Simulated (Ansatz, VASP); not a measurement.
**BiH4: VASP beside Ansatz**

```
Bi H
1.0
     3.09786    0.00000    0.00000
    -1.54893    2.68282    0.00000
     0.00000    0.00000    6.57147
Bi H
1 4
Direct
  0.00000 0.00000 0.00000
  0.50000 0.00000 0.50000
  0.00000 0.50000 0.50000
  0.50000 0.50000 0.50000
  0.00000 0.00000 0.50000
```

Alike in both runs: task single point; functional PBE; k mesh 15 × 15 × 6; occupations gaussian, width 0.1 eV; no spin polarisation.

|  | VASP | Ansatz |
| --- | --- | --- |
| version | VASP 6.6.1 | Ansatz 0.2.0 |
| potentials or method | VASP PAW PBE potentials, release 64 (Bi_d, H), cutoff 520 eV | scalar-relativistic, plane waves, PAW |
| valence electrons in the cell | 19 | 19 |

|  | VASP | Ansatz | Ansatz less VASP |
| --- | --- | --- | --- |
| gap on the k mesh at the Fermi level (eV) | none | none | - |
| pressure (GPa) | -0.2 | 0.0 | +0.17 |

A gap of «none» marks a metal or a gap that the smearing closes. With one functional, cell and mesh, what is left measures potentials, basis and numerics.

Spin-orbit coupling is off throughout.
